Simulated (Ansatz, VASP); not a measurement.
**In3Se in VASP and in Ansatz**

```
In Se
1.0
     4.61179    0.00000    0.00000
     0.00000    4.61179    0.00000
     0.00000    0.00000    4.61179
In Se
3 1
Direct
  0.00000 0.50000 0.50000
  0.50000 0.00000 0.50000
  0.50000 0.50000 0.00000
  0.00000 0.00000 0.00000
```

Alike in both runs: functional LDA; k mesh 10 × 10 × 10; occupations gaussian, width 0.1 eV; no spin polarisation.

Ansatz relaxed the structure, and its values are those at the end. VASP's run is a single point on that final structure, the one shown.

|  | VASP | Ansatz |
| --- | --- | --- |
| version | VASP 6.6.1 | Ansatz 0.2.0 |
| potentials or method | VASP PAW LDA potentials, release 64 (In_d, Se), cutoff 520 eV | scalar-relativistic, plane waves, PAW |
| valence electrons in the cell | 45 | 55 |

```tsv
	VASP	Ansatz	Ansatz less VASP
gap on the k mesh at the Fermi level (eV)	none	none	-
pressure (GPa)	0.0	0.0	-0.03
```

LDA's correlation is that of Perdew and Zunger in VASP and of Perdew and Wang (1992) in Ansatz. A gap of «none» marks a metal or a gap that the smearing closes. VASP's potentials hold 45 valence electrons a cell and Ansatz's 55, so a difference there can come from the potentials and not from the codes.
